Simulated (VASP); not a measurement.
Write the native input for VASP 6.6.1 that does the following.

```
Task                   : single point
Functional             : PBEsol
Potentials or basis    : VASP PAW PBE potentials, release 64 (Ti_sv, Rh_pv)
Cutoff                 : 520 eV
k mesh                 : 8 × 8 × 7
Occupations            : fermi-dirac, width 0.15 eV
Spin                   : no spin polarisation
Dipole correction      : no
Further INCAR settings : ALGO = Normal; EDIFF = 1e-07; NBANDS = 20
```

The structure of TiRh lies in POSCAR:

```
TiRh
1.0
    2.8848822812      0.0000000000      0.0000000000
    0.0000000000      2.8848822812      0.0000000000
    0.0000000000      0.0000000000      3.2343894384
Ti Rh
1 1
Direct
    0.5000000000      0.5000000000      0.5000000000
    0.0000000000      0.0000000000      0.0000000000
```

These files were run (other wordings do the same):

INCAR

```
PREC = Accurate
ENCUT = 520
EDIFF = 1E-7
ISMEAR = -1
SIGMA = 0.15
LREAL = False
LASPH = True
NELM = 100
ALGO = Normal
ISIF = 2
LWAVE = False
LCHARG = False
GGA = PS
NBANDS = 20
```

KPOINTS

```
Automatic mesh
0
Gamma
  8 8 7
```

Potentials or basis: VASP PAW PBE potentials, release 64 (Ti_sv, Rh_pv).

The run is started by

```bash
$ cat potpaw_PBE.64/Ti_sv/POTCAR potpaw_PBE.64/Rh_pv/POTCAR > POTCAR
$ mpirun -np 1 vasp_std > vasp.out
```

Results of the run:

| Item | Value |
| --- | --- |
| Pressure | 17.4 GPa |

Caveat: the PAW data sets were made with another functional, which shifts forces and pressure a little.

Wall time 18 s on 1 thread of Intel Xeon 6975P-C, with other jobs on the host, peak memory 0.16 GiB.
